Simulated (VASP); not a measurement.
ZnO:

```
CELL_PARAMETERS angstrom
0.00000 2.13377 2.13377
2.13377 0.00000 2.13377
2.13377 2.13377 0.00000
ATOMIC_POSITIONS crystal
Zn 0.00000 0.00000 0.00000
O 0.50000 0.50000 0.50000
```

Base run:

| Quantity | Value |
| --- | --- |
| Program | VASP 6.6.1 |
| Functional | r2SCAN |
| Potentials or basis | VASP PAW PBE potentials, release 64 (Zn, O) |
| Cutoff | 520 eV |
| k mesh | 8 × 8 × 8, shifted |
| Occupations | gaussian, width 0.01 eV |
| Spin | no spin polarisation |

Its results: band gap on the k mesh 1.98 eV (least direct gap 3.31 eV); pressure 1.5 GPa.

**Question.** After a change of settings the same cell gave: band gap on the k mesh 1.55 eV (least direct gap 2.98 eV); pressure 1.5 GPa. Which change was it?
A. functional from r2SCAN to HSE06; k mesh from 8 × 8 × 8, shifted to 4 × 4 × 4, through Γ
B. k mesh from 8 × 8 × 8, shifted to 8 × 8 × 8, through Γ; further incar settings from ALGO = Normal; EDIFF = 1e-06; NBANDS = 16; ISYM = 0 to ALGO = Normal; EDIFF = 1e-07; NBANDS = 16
C. k mesh from 8 × 8 × 8, shifted to 2 × 2 × 2, through Γ; further incar settings from ALGO = Normal; EDIFF = 1e-06; NBANDS = 16; ISYM = 0 to ALGO = Normal; EDIFF = 1e-06; NBANDS = 16

**Answer.** B.

Caveats: the PAW data sets were made with another functional, which shifts forces and pressure a little; a shifted mesh leaves out Γ, where band edges can lie (at least some runs).
